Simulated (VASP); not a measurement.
# SnO (Pmn2_1) in VASP: notebook, part 4 of 4

VASP 6.6.1. Earlier steps stand in the parts before.

## Step 5: Relaxation of cell and atoms, PBE+D4 (22.10 Å³/atom)

This run uses another cell than the first one, of 22.10 Å³/atom.

POSCAR reads:

```
SnO
1.0
    3.4633049488      0.0000000000      0.0000000000
    0.0000000000      5.8572647322      0.0000000000
    0.0000000000      0.0000000000      4.3582556791
Sn O
2 2
Direct
    0.5000000000      0.7680910000      0.0131440000
    0.0000000000      0.2319090000      0.5131440000
    0.5000000000      0.1087500000      0.2368570000
    0.0000000000      0.8912500000      0.7368570000
```

INCAR.step1 reads:

```
SYSTEM = SnO
GGA = PE
IVDW = 13
ISMEAR = 0
SIGMA = 0.03
LWAVE = .FALSE.
LCHARG = .FALSE.
NSW = 80
PREC = Accurate
LASPH = .TRUE.
LREAL = .FALSE.
ALGO = Normal
EDIFF = 1E-7
NELM = 120
GGA_COMPAT = .FALSE.
IBRION = 2
ISIF = 3
EDIFFG = -0.002
NELMIN = 4
ENCUT = 840
EFERMI = MIDGAP
KPAR = 4
POTIM = 0.5
```

INCAR.step4 reads:

```
SYSTEM = SnO
GGA = PE
IVDW = 13
ISMEAR = 0
SIGMA = 0.03
LWAVE = .FALSE.
LCHARG = .FALSE.
PREC = Accurate
LASPH = .TRUE.
LREAL = .FALSE.
ALGO = Normal
EDIFF = 1E-7
NELM = 120
GGA_COMPAT = .FALSE.
ISIF = 2
ENCUT = 840
EFERMI = MIDGAP
KPAR = 4
```

KPOINTS reads:

```
Automatic mesh
0
Gamma
  8 5 7
  0 0 0
```

Potentials or basis: VASP PAW PBE potentials, release 64 (Sn_d, O).

Started as:

```
$ cat potpaw_PBE.64/Sn_d/POTCAR potpaw_PBE.64/O/POTCAR > POTCAR
$ cp INCAR.step1 INCAR
$ cp POSCAR.step1 POSCAR
$ mpirun -np 4 vasp_std > vasp.out
$ cp CONTCAR POSCAR
$ mpirun -np 4 vasp_std > vasp.out
$ cp CONTCAR POSCAR
$ mpirun -np 4 vasp_std > vasp.out
$ cp CONTCAR POSCAR
$ cp INCAR.step4 INCAR
$ mpirun -np 4 vasp_std > vasp.out
```

OUTCAR:

```text
SYSTEM = SnO
   GGA = PE
   IVDW = 13
   ISMEAR = 0
   PREC = Accurate
   LASPH = .TRUE.
   LREAL = .FALSE.
   EDIFF = 1E-7
   NELM = 120
   ISIF = 2
   ENCUT = 840
   EFERMI = MIDGAP

 ion  position               nearest neighbor table
   1  0.500  0.764  0.031-   3 2.15   4 2.17   4 2.17   2 3.72   2 3.72   2 3.72   2 3.72
   2  0.000  0.236  0.531-   4 2.15   3 2.17   3 2.17   1 3.72   1 3.72   1 3.72   1 3.72
   3  0.500  0.119  0.219-   1 2.15   2 2.17   2 2.17
   4  0.000  0.881  0.719-   2 2.15   1 2.17   1 2.17

[... 862 lines left out ...]
  FORCE on cell =-STRESS in cart. coord.  units (eV):
  Direction    XX          YY          ZZ          XY          YZ          ZX
  --------------------------------------------------------------------------------------
  -------------------------------------------------------------------------------------
  Total       0.00071    -0.00641    -0.00110     0.00000     0.00000     0.00000
  in kB       0.01535    -0.13884    -0.02393     0.00000     0.00000     0.00000
  external pressure =       -0.05 kB  Pullay stress =        0.00 kB

 VOLUME and BASIS-vectors are now :
 -----------------------------------------------------------------------------
  energy-cutoff  :      840.00
  volume of cell :       73.96
      direct lattice vectors                 reciprocal lattice vectors
     3.351899786  0.000000000  0.000000000     0.298338275  0.000000000  0.000000000
     0.000000000  5.725378950  0.000000000     0.000000000  0.174660928  0.000000000
     0.000000000  0.000000000  3.854014463     0.000000000  0.000000000  0.259469706

 POSITION                                       TOTAL-FORCE (eV/Angst)
 -----------------------------------------------------------------------------------
      1.67595      4.37628      0.11980         0.000000     -0.000834      0.000018
      0.00000      1.34910      2.04681         0.000000      0.000834      0.000018
      1.67595      0.67875      0.84371         0.000000      0.000781     -0.000018
      0.00000      5.04662      2.77071         0.000000     -0.000781     -0.000018
 -----------------------------------------------------------------------------------
    total drift:                                0.000000      0.000000     -0.000654

  FREE ENERGIE OF THE ION-ELECTRON SYSTEM (eV)
  ---------------------------------------------------
  free  energy   TOTEN  =       -23.4561833400 eV

  energy  without entropy=      -23.4561833400  energy(sigma->0) =      -23.45618334
```

OUTCAR.step2:

```text
SYSTEM = SnO
   GGA = PE
   IVDW = 13
   ISMEAR = 0
   NSW = 80
   PREC = Accurate
   LASPH = .TRUE.
   LREAL = .FALSE.
   EDIFF = 1E-7
   NELM = 120
   IBRION = 2
   ISIF = 3
[... 528 lines left out ...]
      4     -15.0966      2.00000
      5     -15.0704      2.00000
      6     -15.0527      2.00000
[... 637 lines left out ...]
     23      10.3240      0.00000
     24      11.2362      0.00000

 [... further k-points ...]

------------------------ aborting loop because EDIFF is reached ----------------------------------------

  DFT-D4 for vdW energy calculation

  Edisp (eV):   -1.05680
[... 27 lines left out ...]
  FREE ENERGIE OF THE ION-ELECTRON SYSTEM (eV)
  ---------------------------------------------------
  free  energy   TOTEN  =       -23.4561927392 eV

  energy  without entropy=      -23.4561927392  energy(sigma->0) =      -23.45619274

 reached required accuracy - stopping structural energy minimisation
```

Wall time 28 min (4 MPI ranks of Intel Xeon 6975P-C (Granite Rapids), shared host); peak memory 0.49 GiB.

Results:

| Quantity | Value |
| --- | --- |
| Free energy | -23.4562 eV |
| Relaxed volume | 18.49 Å³/atom |
| Relaxed cell | a = 3.352 Å, b = 5.725 Å, c = 3.854 Å, α = 90.00°, β = 90.00°, γ = 90.00° |
| Space group after relaxing (to 0.1 Å) | Pmn2_1 (No. 31) |
| Energy gained by relaxing | 29.8 meV/atom |
| Ionic steps | 38 |
| Pressure after relaxing | 0.0 GPa |
| Band gap on the k mesh | 1.38 eV (least direct gap 1.96 eV) |
| Dispersion energy per atom | -0.264 eV |

The path:
```tsv
step	energy change (eV)	largest force (eV/Å)	pressure (GPa)	volume (Å³)
1	0.0000	1.0705	-5.89	88.41
2	-0.0776	0.1278	-0.92	83.43
3	-0.0783	0.4848	0.52	81.08
4	-0.0825	0.2523	-0.44	82.05
5	-0.1007	0.0566	-0.20	79.57
6	-0.1032	0.0799	-0.07	78.75
7	-0.1077	0.1248	0.30	76.74
8	-0.1094	0.0792	-0.24	76.48
9	-0.1107	0.0893	0.09	75.87
10	-0.1145	0.0334	0.04	75.43
11	-0.1160	0.0490	0.00	74.94
12	-0.1174	0.0490	-0.02	74.56
13	-0.1196	0.0554	0.27	74.02
14	-0.1203	0.0379	-0.19	74.19
15	-0.1209	0.0270	-0.07	73.96
16	-0.1210	0.0116	0.06	73.86
17	-0.1210	0.0056	0.00	73.90
18	-0.1210	0.0047	0.02	73.91
19	-0.1210	0.0041	0.00	74.00
20	-0.1210	0.0021	0.00	74.00
21	-0.1210	0.0020	0.00	74.01
22	-0.1192	0.0020	-0.03	74.01
23	-0.1192	0.0075	0.01	73.97
24	-0.1192	0.0050	0.01	73.99
25	-0.1192	0.0046	0.00	73.99
26	-0.1192	0.0045	0.00	73.99
27	-0.1192	0.0047	0.00	73.99
28	-0.1192	0.0026	0.00	73.98
29	-0.1192	0.0007	0.00	73.97
30	-0.1192	0.0008	-0.02	73.97
31	-0.1192	0.0044	0.01	73.95
32	-0.1192	0.0037	0.00	73.96
33	-0.1192	0.0036	0.02	73.95
34	-0.1192	0.0038	0.01	73.96
35	-0.1192	0.0012	-0.02	73.97
36	-0.1192	0.0021	0.01	73.96
37	-0.1192	0.0007	-0.02	73.96
38	-0.1192	0.0011	0.00	73.96
```

Final structure:
```
Sn O
1.0
     3.35190    0.00000    0.00000
     0.00000    5.72538    0.00000
     0.00000    0.00000    3.85401
Sn O
2 2
Direct
  0.50000 0.76436 0.03108
  0.00000 0.23564 0.53108
  0.50000 0.11855 0.21892
  0.00000 0.88145 0.71892
```

Caveat: the volume moved by over 15 % at a fixed basis, so the end points are rough; spin-orbit coupling is left out, which moves the levels of the heavy elements. A k mesh can miss the band edges.

## Step 6: Single point, PBEsol, non-collinear spin, zero start, spin-orbit coupling

This run uses another cell than the first one, of 20.09 Å³/atom.

INCAR reads:

```
SYSTEM = SnO
ALGO = Normal ; EDIFF = 1E-6
ENCUT = 520 ; GGA = PS
GGA_COMPAT = .False. ; ISIF = 2
ISMEAR = -1 ; LASPH = .True.
LCHARG = .False. ; LORBIT = 11
LORBMOM = .True. ; LREAL = .False.
LSORBIT = .True. ; LWAVE = .False.
MAGMOM = 0 0 0 0 0 0 0 0 0 0 0 0 ; NBANDS = 54
NELM = 150 ; PREC = Accurate
SIGMA = 0.05
```

KPOINTS reads:

```
k-points
0
Gamma
  8 5 6
  0 0 0
```

POSCAR reads:

```
SnO
1.0
    3.3550050000      0.0000000000      0.0000000000
    0.0000000000      5.6741040000      0.0000000000
    0.0000000000      0.0000000000      4.2219700000
Sn O
2 2
Direct
    0.5000000000      0.7680910000      0.0131440000
    0.0000000000      0.2319090000      0.5131440000
    0.5000000000      0.1087500000      0.2368570000
    0.0000000000      0.8912500000      0.7368570000
```

Potentials or basis: VASP PAW PBE potentials, release 64 (Sn_d, O).

Started as:

```
$ cat potpaw_PBE.64/Sn_d/POTCAR potpaw_PBE.64/O/POTCAR > POTCAR
$ mpirun -np 1 vasp_ncl > vasp.out
```

It took 13 min on 1 thread of Oxide Virtual Turin-like, shared host; peak memory 0.65 GiB.

It converged, with:

- Free energy: -23.8749 eV
- Pressure: -2.9 GPa
- Largest force: 0.351 eV/Å
- Net moment: 0.00 μB per cell
- Valence electrons inside the program's atomic spheres: Sn 12.14; O 4.96

Forces on the atoms (eV/Å):
```
Sn   0.000  0.337 -0.099
Sn   0.000 -0.337 -0.099
O    0.000 -0.123  0.099
O    0.000  0.123  0.099
```

Stress tensor (GPa, compression positive):
```
-3.55  0.00  0.00
 0.00 -2.60  0.00
 0.00  0.00 -2.57
```

Moments on the atoms (μB; x, y, z):
```
Sn  0.00 0.00 0.00
Sn  0.00 0.00 0.00
O   0.00 0.00 0.00
O   0.00 0.00 0.00
```

Caveat: the PAW data sets were made with another functional, which shifts forces and pressure a little.

## Step 7: Overview

| task | level | potentials or basis | spin | cell | k mesh | cutoff (eV) | smearing | dipole correction | tolerance level | purpose | passes | gap on the mesh (eV) | pressure (GPa) | largest force (eV/Å) |
| --- | --- | --- | --- | --- | --- | --- | --- | --- | --- | --- | --- | --- | --- | --- |
| single point | LDA | VASP PAW LDA potentials, release 64 (Sn_d, O) | off | a = 3.377, b = 5.712, c = 4.250 Å, 4 atoms | 8 × 5 × 6 | 520 | fermi-dirac 0.05 eV | no | - | - | - | 1.47 | -6.4 | 0.90 |
| single point | LDA | VASP PAW LDA potentials, release 64 (Sn_d, O) | off | a = 3.399, b = 5.749, c = 4.278 Å, 4 atoms | 8 × 5 × 6 | 520 | fermi-dirac 0.05 eV | no | - | - | - | 1.49 | -7.6 | 1.14 |
| single point | LDA | VASP PAW LDA potentials, release 64 (Sn_d, O) | off | a = 3.421, b = 5.785, c = 4.305 Å, 4 atoms | 8 × 5 × 6 | 520 | fermi-dirac 0.05 eV | no | - | - | - | 1.51 | -8.6 | 1.36 |
| relaxation of cell and atoms | PBE+D4 | VASP PAW PBE potentials, release 64 (Sn_d, O) | off | relaxed from a = 3.463, b = 5.857, c = 4.358 Å, 4 atoms | 8 × 5 × 7 | 840 | gaussian 0.03 eV | - | standard | cell | 3 | 1.38 | 0.0 | - |
| single point | PBEsol | VASP PAW PBE potentials, release 64 (Sn_d, O) | non-collinear, zero start, SOC | a = 3.355, b = 5.674, c = 4.222 Å, 4 atoms | 8 × 5 × 6 | 520 | fermi-dirac 0.05 eV | no | - | - | - | - | -2.9 | 0.35 |

Caveats: spin-orbit coupling is left out, which moves the levels of the heavy elements (at least some runs); the cell stands under tension (at least some runs); forces of over 1 eV/Å act on the atoms, so gaps and moduli don't describe the material at rest (at least some runs); the volume moved by over 15 % at a fixed basis, so the end points are rough (at least some runs); the PAW data sets were made with another functional, which shifts forces and pressure a little (at least some runs).

Absolute energies hang on the potentials; compare differences alone.
